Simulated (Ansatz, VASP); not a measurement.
**Two plane-wave programs on SrO**

Contents of POSCAR:

```
SrO
1.0
    0.0000000000      2.6340450000      2.4413100000
    2.6340450000      0.0000000000      2.4413100000
    2.6340450000      2.6340450000      0.0000000000
Sr O
1 1
Direct
    0.0000000000      0.0000000000      0.0000000000
    0.5000000000      0.5000000000      0.5000000000
```

File INCAR.step1:

```
PREC = Accurate
ENCUT = 520
ISMEAR = 0
SIGMA = 0.05
LREAL = F
LASPH = T
NELM = 80
NBANDS = 15
GGA = PE
ALGO = Normal
EDIFF = 1E-4
LWAVE = T
LCHARG = F
```

Contents of INCAR.step2:

```
PREC = Accurate
ENCUT = 520
EDIFF = 1E-6
ISMEAR = 0
SIGMA = 0.05
LREAL = F
LASPH = T
NELM = 80
ALGO = Normal
ISIF = 2
LWAVE = F
LCHARG = T
METAGGA = R2SCAN
LMIXTAU = T
LELF = T
LVHAR = T
NBANDS = 15
ISTART = 1
```

The input KPOINTS:

```
regular mesh
0
Gamma
  8 8 8
```

Input for Ansatz:

```yaml
crystal:
  lattice:
    - [0.0, 2.634045, 2.44131]
    - [2.634045, 0.0, 2.44131]
    - [2.634045, 2.634045, 0.0]
  atoms:
    - { symbol: Sr, position: [0.0, 0.0, 0.0] }
    - { symbol: O, position: [0.5, 0.5, 0.5] }
basis:
  ecutwfc: 500
kpoints:
  mp_grid: { grid: [8, 8, 8] }
hamiltonian:
  xc: r2scan
scf:
  occupations: { method: gaussian, width: 0.05 }
output:
  forces: true
  stress: true
  eigenvalues: true
```

Change from the starting cell: strain +0.025 along x and y, -0.050 along z, atoms carried along.

Alike in both runs: task single point; functional r2SCAN; k mesh 8 × 8 × 8; occupations gaussian, width 0.05 eV; no spin polarisation.

|  | VASP | Ansatz |
| --- | --- | --- |
| version | VASP 6.6.1 | Ansatz 0.2.0 |
| potentials or method | VASP PAW PBE potentials, release 64 (Sr_sv, O), cutoff 520 eV | scalar-relativistic, plane waves, PAW |
| valence electrons in the cell | 16 | 16 |

```tsv
	VASP	Ansatz	Ansatz less VASP
gap on the k mesh at the Fermi level (eV)	3.32	3.38	+0.058
least direct gap on the mesh (eV)	3.60	3.63	+0.025
pressure (GPa)	3.3	2.6	-0.62
traceless stress, the component that is largest in VASP (GPa)	8.98	8.53	-0.454
```

VASP's potentials were made for PBE, not for r2SCAN.
